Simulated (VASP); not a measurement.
The system is CoO.

```
Co O
1.0
     3.21882    0.00000    0.00000
    -1.60941    2.78758    0.00000
     0.00000    0.00000    5.26334
Co O
2 2
Cartesian
  0.0000 1.8584 2.6494
  0.0000 0.0000 0.0183
  0.0000 1.8584 4.5873
  0.0000 0.0000 1.9559
```

Base run:

```yaml
Program: VASP 6.6.1
Functional: LDA
Potentials_or_basis: VASP PAW LDA potentials, release 64 (Co, O)
Cutoff: 520 eV
k_mesh: 10 × 10 × 5
Occupations: fermi-dirac, width 0.05 eV
Spin: collinear spin, ferromagnetic start
Starting_moments: "[2.0, 2.0, 0.0, 0.0] μB"
```

Its results: pressure -17.7 GPa; net moment 5.49 μB per cell; site moments Co +2.35; O +0.30 μB; largest force 0.228 eV/Å.

**Question.** The run is repeated on the same cell with these changes: functional from LDA to PBEsol; potentials or basis from VASP PAW LDA potentials, release 64 (Co, O) to VASP PAW PBE potentials, release 64 (Co, O). What comes out?

**Answer.** Pressure -9.6 GPa; net moment 5.87 μB per cell; site moments Co +2.50; O +0.33 μB; largest force 0.244 eV/Å.

Caveats: the PAW data sets were made with another functional, which shifts forces and pressure a little (some runs).
